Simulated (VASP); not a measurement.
# PbO2 (P4_2/mnm) in VASP: notebook

PbO2 is run at these levels: r2SCAN, PBEsol; tasks: single point, relaxation of cell and atoms.

All numbers are computed with VASP 6.6.1; they aren't measurements. Logs are shortened: lines on timing, memory, paths and dates and some standing lists are left out, and cuts for length are marked.

## 1. The cell of the first run

Symmetry: P4_2/mnm, No. 136, tetragonal system. Conventional cell: a = 4.995 Å, b = 4.995 Å, c = 3.409 Å, α = 90.00°, β = 90.00°, γ = 90.00°. Pb (site symmetry mmm) has 6 O at 2.17 to 2.18 Å within 2.9 Å. Within 2.9 Å of O (site symmetry m2m) lie 3 Pb at 2.17 to 2.18 Å and 1 O at 2.72 Å.

## 2. Single point, r2SCAN

File POSCAR:

```
PbO2
1.0
    4.9949598700      0.0000000000      0.0000000000
    0.0000000000      4.9949598700      0.0000000000
    0.0000000000      0.0000000000      3.4090009600
Pb O
2 4
Direct
    0.5000000000      0.5000000000      0.5000000000
    0.0000000000      0.0000000000      0.0000000000
    0.6925710400      0.6925710400      0.0000000000
    0.8074289600      0.1925710400      0.5000000000
    0.1925710400      0.8074289600      0.5000000000
    0.3074289600      0.3074289600      0.0000000000
```

File INCAR.step1:

```
SYSTEM = PbO2
ALGO = Normal ; EDIFF = 1E-4
ENCUT = 520 ; GGA = PE
ISMEAR = 1 ; LASPH = .True.
LCHARG = .False. ; LREAL = .False.
LWAVE = .True. ; NBANDS = 35
NELM = 60 ; PREC = Accurate
SIGMA = 0.1
```

File INCAR.step2:

```
SYSTEM = PbO2
ALGO = Normal ; EDIFF = 1E-6
ENCUT = 520 ; ISIF = 2
ISMEAR = 1 ; ISTART = 1
LASPH = .True. ; LCHARG = .True.
LELF = .True. ; LMIXTAU = .True.
LREAL = .False. ; LVHAR = .True.
LWAVE = .False. ; METAGGA = R2SCAN
NBANDS = 35 ; NELM = 60
PREC = Accurate ; SIGMA = 0.1
```

File KPOINTS:

```
k-points
0
Gamma
  5 5 7
  0 0 0
```

Potentials or basis: VASP PAW PBE potentials, release 64 (Pb_d, O).

Command:

```bash
cat potpaw_PBE.64/Pb_d/POTCAR potpaw_PBE.64/O/POTCAR > POTCAR
cp INCAR.step1 INCAR
mpirun -np 1 vasp_std > vasp.out
cp INCAR.step2 INCAR
mpirun -np 1 vasp_std > vasp.out
```

OUTCAR:

```text
SYSTEM = PbO2
   EDIFF = 1E-6
   ENCUT = 520
   ISIF = 2
   ISMEAR = 1
   ISTART = 1
   LASPH = .True.
   LREAL = .False.
   METAGGA = R2SCAN
   NELM = 60
   PREC = Accurate

 ion  position               nearest neighbor table
   1  0.500  0.500  0.500-   4 2.17   5 2.17   3 2.18   6 2.18   3 2.18   6 2.18   2 3.92   2 3.92
                             2 3.92   2 3.92   2 3.92   2 3.92   2 3.92   2 3.92
   2  0.000  0.000  0.000-   3 2.17   6 2.17   5 2.18   4 2.18   4 2.18   5 2.18   1 3.92   1 3.92
                             1 3.92   1 3.92   1 3.92   1 3.92   1 3.92   1 3.92
   3  0.693  0.693  0.000-   2 2.17   1 2.18   1 2.18
   4  0.807  0.193  0.500-   1 2.17   2 2.18   2 2.18
   5  0.193  0.807  0.500-   1 2.17   2 2.18   2 2.18
   6  0.307  0.307  0.000-   2 2.17   1 2.18   1 2.18

  LATTYP: Found a simple tetragonal cell.
 ALAT       =     4.9949598700
 C/A-ratio  =     0.6824881578

  Lattice vectors:

 A1 = (   4.9949598700,   0.0000000000,   0.0000000000)
 A2 = (   0.0000000000,   4.9949598700,   0.0000000000)
 A3 = (   0.0000000000,   0.0000000000,   3.4090009600)

Analysis of symmetry for initial positions (statically):
=====================================================================
 Subroutine PRICEL returns:
 Original cell was already a primitive cell.

 Routine SETGRP: Setting up the symmetry group for a
 simple tetragonal supercell.

 Subroutine GETGRP returns: Found 16 space group operations
 (whereof  8 operations were pure point group operations)
 out of a pool of 16 trial point group operations.

The static configuration has the point symmetry D_2h.
 The point group associated with its full space group is D_4h.

Analysis of symmetry for dynamics (positions and initial velocities):
=====================================================================
 Subroutine PRICEL returns:
 Original cell was already a primitive cell.

 Routine SETGRP: Setting up the symmetry group for a
 simple tetragonal supercell.

 Subroutine GETGRP returns: Found 16 space group operations
 (whereof  8 operations were pure point group operations)
 out of a pool of 16 trial point group operations.

The dynamic configuration has the point symmetry D_2h.
 The point group associated with its full space group is D_4h.

 Subroutine INISYM returns: Found 16 space group operations
 (whereof  8 operations are pure point group operations),
 and found     1 'primitive' translations

----------------------------------------------------------------------------------------

                                     Primitive cell

  volume of cell :      85.0533

  direct lattice vectors                    reciprocal lattice vectors
     4.994959870  0.000000000  0.000000000     0.200201809  0.000000000  0.000000000
     0.000000000  4.994959870  0.000000000     0.000000000  0.200201809  0.000000000
     0.000000000  0.000000000  3.409000960     0.000000000  0.000000000  0.293341073

  length of vectors
     4.994959870  4.994959870  3.409000960     0.200201809  0.200201809  0.293341073

  position of ions in fractional coordinates (direct lattice)
     0.500000000  0.500000000  0.500000000
     0.000000000  0.000000000  0.000000000
     0.692571040  0.692571040  0.000000000
     0.807428960  0.192571040  0.500000000
     0.192571040  0.807428960  0.500000000
     0.307428960  0.307428960  0.000000000

  ion indices of the primitive-cell ions
   primitive index   ion index
                 1           1
                 2           2
                 3           3
                 4           4
                 5           5
                 6           6

----------------------------------------------------------------------------------------

 KPOINTS: k-points

Automatic generation of k-mesh.
 Grid dimensions read from file:
 generate k-points for:    5    5    7

 Generating k-lattice:

  Cartesian coordinates                     Fractional coordinates (reciprocal lattice)
     0.040040362  0.000000000  0.000000000     0.200000000  0.000000000  0.000000000
     0.000000000  0.040040362  0.000000000     0.000000000  0.200000000  0.000000000
     0.000000000  0.000000000  0.041905868     0.000000000  0.000000000  0.142857143

  Length of vectors
     0.040040362  0.040040362  0.041905868

  Shift w.r.t. Gamma in fractional coordinates (k-lattice)
     0.000000000  0.000000000  0.000000000

 Subroutine IBZKPT returns following result:
 ===========================================

 Found     24 irreducible k-points:

 Following reciprocal coordinates:
            Coordinates               Weight
  0.000000  0.000000  0.000000      1.000000
  0.200000  0.000000  0.000000      4.000000
  0.400000  0.000000  0.000000      4.000000
  0.200000  0.200000  0.000000      4.000000
  0.400000  0.200000  0.000000      8.000000
  0.400000  0.400000  0.000000      4.000000
[... 16 lines left out ...]
  0.400000  0.200000  0.428571     16.000000
  0.400000  0.400000  0.428571      8.000000
   k-points           NKPTS =     24   k-points in BZ     NKDIM =     24   number of bands    NBANDS=     35
   number of dos      NEDOS =    301   number of ions     NIONS =      6
   total plane-waves  NPLWV =  44800
   dimension x,y,z NGX =    40 NGY =   40 NGZ =   28
   dimension x,y,z NGXF=    80 NGYF=   80 NGZF=   56
   ions per type =               2   4
   NGX,Y,Z   is equivalent  to a cutoff of  13.31, 13.31, 13.65 a.u.
   NGXF,Y,Z  is equivalent  to a cutoff of  26.63, 26.63, 27.31 a.u.
 SYSTEM =  PbO2
   PREC   = accura    normal or accurate (medium, high low for compatibility)
   ISTART =      1    job   : 0-new  1-cont  2-samecut
   ICHARG =      0    charge: 1-file 2-atom 10-const
   ISPIN  =      1    spin polarized calculation?
   LNONCOLLINEAR =      F non collinear calculations
   LSORBIT =      F    spin-orbit coupling
   LASPH  =      T    aspherical Exc in radial PAW
   ENCUT  =  520.0 eV  38.22 Ry    6.18 a.u.   9.29  9.29  6.34*2*pi/ulx,y,z
   NELM   =     60;   NELMIN=  2; NELMDL=  0     # of ELM steps
   EDIFF  = 0.1E-05   stopping-criterion for ELM
   LREAL  =      F    real-space projection
   EDIFFG = 0.1E-04   stopping-criterion for IOM
   NSW    =      0    number of steps for IOM
   IBRION =     -1    ionic relax: 0-MD 1-quasi-New 2-CG
   NFREE  =      0    steps in history (QN), initial steepest desc. (CG)
   ISIF   =      2    stress and relaxation
   ISYM   =      2    0-nonsym 1-usesym 2-fastsym
   POTIM  = 0.5000    time-step for ionic-motion
   TEBEG  =    0.0;   TEEND  =   0.0 temperature during run
   PSTRESS=    0.0 pullay stress
   NELECT =      52.0000    total number of electrons
   NUPDOWN=      -1.0000    fix difference up-down
   EMIN   =  10.00;   EMAX   =-10.00  energy-range for DOS
   EFERMI =   0.00;   METHOD = LEGACY
   ISMEAR =     1;   SIGMA  =   0.10  broadening in eV -4-tet -1-fermi 0-gaus
   EFERMI_NEDOS =   21; number of points for ismear=-14 and -15
   IALGO  =     38    algorithm
   IMIX   =      4    mixing-type and parameters
     AMIX     =   0.40;   BMIX     =  1.00
     AMIX_MAG =   1.60;   BMIX_MAG =  1.00
  volume/ion in A,a.u.               =      14.18        95.66
  Fermi-wavevector in a.u.,A,eV,Ry     =   1.389458  2.625696 26.267337  1.930595
  Thomas-Fermi vector in A             =   2.513487
   LORBIT       =      0    0 simple, 1 ext, 2 COOP (PROOUT), +10 PAW based schemes
   METAGGA = R2SCAN    functional components
   LHFCALC =     F    Hartree Fock is set to
   AEXX    =    0.0000 exact exchange contribution
   IVDW    =     0    specifies the selected vdW correction
   LEPSILON=     F    determine dielectric tensor
   LRPA    =     F    only Hartree local field effects (RPA)
 non-spin polarized calculation
 Methfessel and Paxton  Order N= 1 SIGMA  =   0.10
  energy-cutoff  :      520.00
  volume of cell :       85.05
 maximum number of plane-waves:      2307
 NGX is ok and might be reduce to    40
   NGX = 19   NGY = 19   NGZ = 13

 number of electron      52.0000009 magnetization

 Free energy of the ion-electron system (eV)
  ---------------------------------------------------
  ext. energy  EPLUGINS =         0.00000000
  ---------------------------------------------------
  free energy    TOTEN  =      -142.26416518 eV

  energy without entropy =     -142.26590187  energy(sigma->0) =     -142.26474407

 E-fermi :   3.7176     XC(G=0): -11.3305

 val. band max:        3.6838771546   @ k =   0.0000   0.0000   0.1429
 cond. band min:       3.8156514463   @ k =   0.0000   0.0000   0.0000
 fundamental gap:      0.1317742917
 Fermi energy:         3.7176253612

 k-point     1 :       0.0000    0.0000    0.0000
  band No.  band energies     occupation
      1     -15.3728      2.00000
      2     -15.2224      2.00000
      3     -13.7060      2.00000
      4     -13.7060      2.00000
      5     -12.1753      2.00000
      6     -11.9429      2.00000
[... 27 lines left out ...]
     34      15.7098      0.00000
     35      16.3204      0.00000

 k-point     2 :       0.2000    0.0000    0.0000
  band No.  band energies     occupation
      1     -15.2724      2.00000
      2     -15.1580      2.00000
      3     -13.9542      2.00000
      4     -13.8899      2.00000
      5     -11.9378      2.00000
      6     -11.9375      2.00000
[... 27 lines left out ...]
     34      16.1062      0.00000
     35      16.3279      0.00000

 k-point     3 :       0.4000    0.0000    0.0000
  band No.  band energies     occupation
      1     -15.0381      2.00000
      2     -15.0050      2.00000
      3     -14.3091      2.00000
      4     -14.2541      2.00000
      5     -11.9294      2.00000
      6     -11.9291      2.00000
[... 27 lines left out ...]
     34      16.4926      0.00000
     35      16.6594      0.00000
[... 723 lines left out ...]
 k-point    23 :       0.4000    0.2000    0.4286
  band No.  band energies     occupation
      1     -15.0696      2.00000
      2     -14.9470      2.00000
      3     -14.3607      2.00000
      4     -14.1195      2.00000
      5     -11.8943      2.00000
      6     -11.7613      2.00000
[... 27 lines left out ...]
     34      15.5965      0.00000
     35      16.6832      0.00000

 k-point    24 :       0.4000    0.4000    0.4286
  band No.  band energies     occupation
      1     -14.9508      2.00000
      2     -14.7996      2.00000
      3     -14.5717      2.00000
      4     -14.3576      2.00000
      5     -11.7296      2.00000
      6     -11.7188      2.00000
[... 27 lines left out ...]
     34      14.9321      0.00000
     35      17.3322      0.00000

------------------------ aborting loop because EDIFF is reached ----------------------------------------

  FORCE on cell =-STRESS in cart. coord.  units (eV):
  Direction    XX          YY          ZZ          XY          YZ          ZX
  --------------------------------------------------------------------------------------
  -------------------------------------------------------------------------------------
  Total        0.0495067      0.0495067      0.1770531      0.0000000      0.0000000      0.0000000
  in kB        0.9325735      0.9325735      3.3352085      0.0000000      0.0000000      0.0000000
  external PRESSURE =       1.7334518 kB  Pullay stress =       0.0000000 kB

 VOLUME and BASIS-vectors are now :
 -----------------------------------------------------------------------------
  energy-cutoff  :      520.00
  volume of cell :       85.05
      direct lattice vectors                 reciprocal lattice vectors
     4.994959870  0.000000000  0.000000000     0.200201809  0.000000000  0.000000000
     0.000000000  4.994959870  0.000000000     0.000000000  0.200201809  0.000000000
     0.000000000  0.000000000  3.409000960     0.000000000  0.000000000  0.293341073

 POSITION                                       TOTAL-FORCE (eV/Angst)
 -----------------------------------------------------------------------------------
      2.49748      2.49748      1.70450         0.000000      0.000000     -0.000000
      0.00000      0.00000      0.00000         0.000000      0.000000     -0.000000
      3.45936      3.45936      0.00000         0.016485      0.016485      0.000000
      4.03308      0.96188      1.70450        -0.016485      0.016485      0.000000
      0.96188      4.03308      1.70450         0.016485     -0.016485     -0.000000
      1.53560      1.53560      0.00000        -0.016485     -0.016485     -0.000000
 -----------------------------------------------------------------------------------
    total drift:                               -0.000000      0.000000      0.000000

  FREE ENERGIE OF THE ION-ELECTRON SYSTEM (eV)
  ---------------------------------------------------
  free  energy   TOTEN  =      -142.2641651765 eV

  energy  without entropy=     -142.2659018701  energy(sigma->0) =     -142.26474407
```

Run time: 3 min. Hardware: 1 thread of Intel Xeon Platinum 8488C (Sapphire Rapids), shared host; peak memory 0.23 GiB.

What came out:

```
Free energy            : -142.2642 eV
Pressure               : 0.2 GPa
Largest force          : 0.023 eV/Å
Band gap on the k mesh : 0.13 eV, indirect (least direct gap 0.55 eV)
```

Forces in eV/Å, atoms in the order of the input:
```
Pb   0.000  0.000  0.000
Pb   0.000  0.000  0.000
O    0.016  0.016  0.000
O   -0.016  0.016  0.000
O    0.016 -0.016  0.000
O   -0.016 -0.016  0.000
```

Levels at points of the mesh, in eV from the valence-band top:
```tsv
k point	band 24	band 25	band 26	band 27	band 28	band 29
(0.00, 0.00, 0.00)	-0.46	-0.46	-0.42	0.13	4.83	6.63
```

Caveat: the PAW data sets were made with another functional, which shifts forces and pressure a little; spin-orbit coupling is left out, which moves the levels of the heavy elements. A k mesh can miss the band edges.

(Continued in part 2 of 2.)
